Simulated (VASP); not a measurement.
The system is MnO.

```xyz
2
Lattice="0.0000 2.1939 2.1939 2.1939 0.0000 2.1939 2.1939 2.1939 0.0000" Properties=species:S:1:pos:R:3 pbc="T T T"
Mn    0.0000    0.0000    0.0000
O     2.1939    2.1939    2.1939
```

Base run:

| Item | Value |
| --- | --- |
| Program | VASP 6.6.1 |
| Functional | revPBE |
| Potentials or basis | VASP PAW PBE potentials, release 64 (Mn_pv, O) |
| Cutoff | 520 eV |
| k mesh | 10 × 10 × 10 |
| Occupations | fermi-dirac, width 0.05 eV |
| Spin | collinear spin, ferromagnetic start |
| Starting moments | [4.0, 0.0] μB |

Its results: pressure 10.2 GPa; net moment 4.74 μB per cell; site moments Mn +4.31; O +0.20 μB.

**Question.** The run is repeated on the same cell with these changes: functional from revPBE to HSE06; k mesh from 10 × 10 × 10 to 6 × 6 × 6. What comes out?

**Answer.** Pressure 9.0 GPa; net moment 5.00 μB per cell; site moments Mn +4.58; O +0.21 μB.

Several settings changed at once.

Caveats: the cell stands under pressure; the PAW data sets were made with another functional, which shifts forces and pressure a little; a cell with one magnetic atom can't hold antiferromagnetic order, which such compounds often take.
